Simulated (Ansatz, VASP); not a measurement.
# AlGa3As4: VASP beside Ansatz

Contents of INCAR:

```
PREC = Accurate
ENCUT = 520
EDIFF = 1E-7
ISMEAR = 0
SIGMA = 0.1
LREAL = F
LASPH = T
NELM = 100
ALGO = Normal
ISIF = 2
LWAVE = F
LCHARG = F
GGA = PE
NBANDS = 41
```

File KPOINTS:

```
regular mesh
0
Gamma
  4 4 2
```

Contents of POSCAR:

```
AlGa3As4
1.0
    3.8919921500      0.0000000000      0.0000000000
    0.0000000000      3.8919921500      0.0000000000
    0.0000000000      0.0000000000     11.0082161600
Al Ga As
1 3 4
Direct
    0.0000000000      0.0000000000      0.0000000000
    0.5000000000      0.5000000000      0.2500000000
    0.0000000000      0.0000000000      0.5000000000
    0.5000000000      0.5000000000      0.7500000000
    0.5000000000      0.0000000000      0.1250000000
    0.0000000000      0.5000000000      0.3750000000
    0.5000000000      0.0000000000      0.6250000000
    0.0000000000      0.5000000000      0.8750000000
```

Input for Ansatz:

```yaml
crystal:
  lattice:
    - [3.89199215, 0.0, 0.0]
    - [0.0, 3.89199215, 0.0]
    - [0.0, 0.0, 11.00821616]
  atoms:
    - { symbol: Al, position: [0.0, 0.0, 0.0] }
    - { symbol: Ga, position: [0.5, 0.5, 0.25] }
    - { symbol: Ga, position: [0.0, 0.0, 0.5] }
    - { symbol: Ga, position: [0.5, 0.5, 0.75] }
    - { symbol: As, position: [0.5, 0.0, 0.125] }
    - { symbol: As, position: [0.0, 0.5, 0.375] }
    - { symbol: As, position: [0.5, 0.0, 0.625] }
    - { symbol: As, position: [0.0, 0.5, 0.875] }
basis:
  ecutwfc: 420
kpoints:
  mp_grid: { grid: [4, 4, 2] }
hamiltonian:
  xc: pbe
scf:
  occupations: { method: gaussian, width: 0.1 }
  lower_state_search: "off"
output:
  forces: true
  stress: true
  eigenvalues: true
```

Alike in both runs: task single point; functional PBE; k mesh 4 × 4 × 2; occupations gaussian, width 0.1 eV; no spin polarisation.

|  | VASP | Ansatz |
| --- | --- | --- |
| version | VASP 6.6.1 | Ansatz 0.2.0 |
| potentials or method | VASP PAW PBE potentials, release 64 (Al, Ga_d, As), cutoff 520 eV | scalar-relativistic, plane waves, PAW |
| valence electrons in the cell | 62 | 102 |

|  | VASP | Ansatz | Ansatz less VASP |
| --- | --- | --- | --- |
| gap on the k mesh at the Fermi level (eV) | 1.26 | 1.27 | +0.010 |
| least direct gap on the mesh (eV) | 1.29 | 1.30 | +0.010 |
| pressure (GPa) | 10.9 | 10.7 | -0.26 |
| traceless stress, the component that is largest in VASP (GPa) | -0.82 | -0.82 | +0.001 |
| rms of the force components (eV/Å) | 0.036 | 0.035 | -0.0006 |

Atom by atom the forces differ by 0.001 eV/Å (rms over components). VASP's potentials hold 62 valence electrons a cell and Ansatz's 102, so a difference there can come from the potentials and not from the codes.
